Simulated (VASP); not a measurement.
**TaC2: density of states with PBE**

TaC2:

```
Ta C
1.0
     4.23882    0.00000    0.00000
     0.00000    4.23882    0.00000
     0.00000    0.00000    2.74570
Ta C
1 2
Cartesian
  0.0000 0.0000 1.3729
  0.0000 2.1194 1.3729
  2.1194 0.0000 1.3729
```

```json
{
 "Program": "VASP 6.6.1",
 "Task": "density of states",
 "Functional": "PBE",
 "Potentials or basis": "VASP PAW PBE potentials, release 64 (Ta_pv, C)",
 "Cutoff": "520 eV",
 "k mesh": "12 × 12 × 16",
 "Occupations": "gaussian, width 0.1 eV",
 "Spin": "no spin polarisation",
 "Dipole correction": "no",
 "k mesh for the DOS": "18 × 18 × 24",
 "Occupations for the DOS": "tetrahedron",
 "Further INCAR settings": "ALGO = Normal; EDIFF = 1e-07; NBANDS = 16"
}
```

```yaml
Valence_electrons_inside_the_program's_atomic_spheres: Ta 9.04; C 2.19
```

Levels at points of the mesh, in eV from the Fermi level:
| k point | band 6 | band 7 | band 8 | band 9 | band 10 | band 11 | band 12 | band 13 | band 14 | band 15 |
| --- | --- | --- | --- | --- | --- | --- | --- | --- | --- | --- |
| (0.00, 0.00, 0.00) | -2.56 | -1.43 | -1.43 | 1.29 | 1.29 | 1.32 | 2.71 | 3.37 | 4.47 | 4.47 |
| (0.50, 0.00, 0.00) | -4.40 | -2.44 | -2.02 | -0.44 | -0.36 | 1.45 | 3.05 | 4.50 | 5.32 | 7.18 |
| (0.50, 0.50, 0.00) | -5.09 | -4.06 | -3.83 | -2.34 | 1.48 | 1.48 | 2.26 | 5.99 | 7.18 | 7.18 |
| (0.00, 0.00, 0.50) | -3.13 | -1.07 | -0.53 | -0.53 | 0.00 | 0.00 | 2.05 | 2.05 | 2.36 | 7.48 |
| (0.50, 0.00, 0.50) | -3.99 | -3.40 | -2.19 | -0.82 | -0.43 | 0.83 | 0.87 | 3.99 | 5.87 | 6.91 |
| (0.50, 0.50, 0.50) | -3.88 | -3.88 | -3.66 | -3.18 | -2.55 | 2.91 | 4.02 | 4.02 | 4.83 | 6.75 |

Wall time 3.8 min on 1 thread of Intel Xeon 6975P-C, on a shared host, peak memory 0.62 GiB.

Caveat: spin-orbit coupling is left out, which moves the levels of the heavy elements.
